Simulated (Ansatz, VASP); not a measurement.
**Two plane-wave programs on AlN**

INCAR

```
SYSTEM = AlN
ALGO = Normal
EDIFF = 1E-6
ENCUT = 520
ISIF = 2
ISMEAR = 0
LASPH = .TRUE.
LCHARG = .FALSE.
LREAL = .FALSE.
LWAVE = .FALSE.
NBANDS = 11
NELM = 80
PREC = Accurate
SIGMA = 0.05
```

File KPOINTS:

```
k-points
0
G
  10 10 10
  0 0 0
```

File POSCAR:

```
AlN
1.0
    0.0000000000      1.9458150144      2.7513824303
    1.9458150144      0.0000000000      2.7513824303
    1.9458150144      1.9458150144      0.0000000000
Al N
1 1
Direct
    0.0000000000      0.0000000000      0.0000000000
    0.7500000000      0.7500000000      0.7500000000
```

Input for Ansatz:

```yaml
crystal:
  lattice:
    - [0.0, 1.9458150144, 2.7513824303]
    - [1.9458150144, 0.0, 2.7513824303]
    - [1.9458150144, 1.9458150144, 0.0]
  atoms:
    - { symbol: Al, position: [0.0, 0.0, 0.0] }
    - { symbol: "N", position: [0.75, 0.75, 0.75] }
basis:
  ecutwfc: 420
kpoints:
  mp_grid: { grid: [10, 10, 10] }
hamiltonian:
  xc: lda
scf:
  occupations: { method: gaussian, width: 0.05 }
output:
  forces: true
  stress: true
  eigenvalues: true
  write_density: true
  write_potential: true
  elf: true
  volumetric_format: npy
```

Alike in both runs: task single point; functional LDA; k mesh 10 × 10 × 10; occupations gaussian, width 0.05 eV; no spin polarisation.

|  | VASP | Ansatz |
| --- | --- | --- |
| version | VASP 6.6.1 | Ansatz 0.2.0 |
| potentials or method | VASP PAW LDA potentials, release 64 (Al, N), cutoff 520 eV | scalar-relativistic, plane waves, PAW |
| valence electrons in the cell | 8 | 8 |

|  | VASP | Ansatz | Ansatz less VASP |
| --- | --- | --- | --- |
| gap on the k mesh at the Fermi level (eV) | 1.15 | 1.15 | +0.001 |
| least direct gap on the mesh (eV) | 1.52 | 1.52 | +0.002 |
| pressure (GPa) | -7.6 | -8.1 | -0.46 |
| traceless stress, the component that is largest in VASP (GPa) | -71.26 | -71.39 | -0.124 |

LDA's correlation is that of Perdew and Zunger in VASP and of Perdew and Wang (1992) in Ansatz.
